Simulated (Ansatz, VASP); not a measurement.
## One calculation of ZnO, two programs

```
Zn O
1.0
     3.16816    0.00000    0.00000
    -1.58408    2.74371    0.00000
     0.00000    0.00000    5.20380
Zn O
2 2
Direct
  0.33333 0.66667 0.00000
  0.66667 0.33333 0.50000
  0.33333 0.66667 0.38210
  0.66667 0.33333 0.88210
```

Change from the starting cell: strain -0.025 along x and y, +0.000 along z, atoms carried along.

Alike in both runs: task single point; functional PBEsol; k mesh 9 × 9 × 6; occupations gaussian, width 0.05 eV; no spin polarisation.

|  | VASP | Ansatz |
| --- | --- | --- |
| version | VASP 6.6.1 | Ansatz 0.2.0 |
| potentials or method | VASP PAW PBE potentials, release 64 (Zn, O_h), cutoff 910 eV | scalar-relativistic, plane waves, PAW |
| valence electrons in the cell | 36 | 36 |

```csv
,VASP,Ansatz,Ansatz less VASP
gap on the k mesh at the Fermi level (eV),0.72,0.73,+0.011
least direct gap on the mesh (eV),0.72,0.73,+0.011
rms of the force components (eV/Å),0.174,0.166,-0.0084
```

VASP's potentials were made for PBE, not for PBEsol. Atom by atom the forces differ by 0.008 eV/Å (rms over components). With one functional, cell and mesh, what is left measures potentials, basis and numerics.

Noted on VASP's run: the cutoff is short for stress, so the pressure is rough.
